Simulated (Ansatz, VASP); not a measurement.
# Two plane-wave programs on ReS

```xyz
2
Lattice="0.0000 2.6184 2.6184 2.6184 0.0000 2.6184 2.6184 2.6184 0.0000" Properties=species:S:1:pos:R:3 pbc="T T T"
Re    0.0000    0.0000    0.0000
S     1.3092    1.3092    1.3092
```

Alike in both runs: functional PBE; k mesh 14 × 14 × 14; occupations gaussian, width 0.1 eV; no spin polarisation.

Ansatz relaxed the structure, and its values are those at the end. VASP's run is a single point on that final structure, the one shown.

|  | VASP | Ansatz |
| --- | --- | --- |
| version | VASP 6.6.1 | Ansatz 0.2.0 |
| potentials or method | VASP PAW PBE potentials, release 64 (Re_sv_GW, S), cutoff 560 eV | scalar-relativistic, plane waves, PAW |
| valence electrons in the cell | 21 | 21 |

|  | VASP | Ansatz | Ansatz less VASP |
| --- | --- | --- | --- |
| gap on the k mesh at the Fermi level (eV) | none | none | - |
| pressure (GPa) | -0.7 | 0.0 | +0.68 |

A gap of «none» marks a metal or a gap that the smearing closes.

Spin-orbit coupling is off throughout.
